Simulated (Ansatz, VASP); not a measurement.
**SnTe: VASP beside Ansatz**

```
Sn Te
1.0
     0.00000    3.18933    3.12554
     3.18933    0.00000    3.12554
     3.18933    3.18933    0.00000
Sn Te
1 1
Cartesian
  0.0000 0.0000 0.0000
  3.1893 3.1893 3.1255
```

Change from the starting cell: uniaxial_z strain -2.0%.

Alike in both runs: task single point; functional r2SCAN; k mesh 8 × 8 × 8; occupations fermi-dirac, width 0.02 eV; no spin polarisation.

|  | VASP | Ansatz |
| --- | --- | --- |
| version | VASP 6.6.1 | Ansatz 0.2.0 |
| potentials or method | VASP PAW PBE potentials, release 64 (Sn_d, Te) | plane waves, PAW |
| plane-wave cutoff (eV) | 520 | 500 |
| valence electrons in the cell | 20 | 30 |

|  | VASP | Ansatz | Ansatz less VASP |
| --- | --- | --- | --- |
| pressure (GPa) | 0.9 | 0.9 | 0.00 |
| traceless stress, the component that is largest in VASP (GPa) | 1.82 | 1.82 | -0.005 |

VASP's potentials were made for PBE, not for r2SCAN. VASP's potentials hold 20 valence electrons a cell and Ansatz's 30, so a difference there can come from the potentials and not from the codes.

Neither program's run includes spin-orbit coupling.
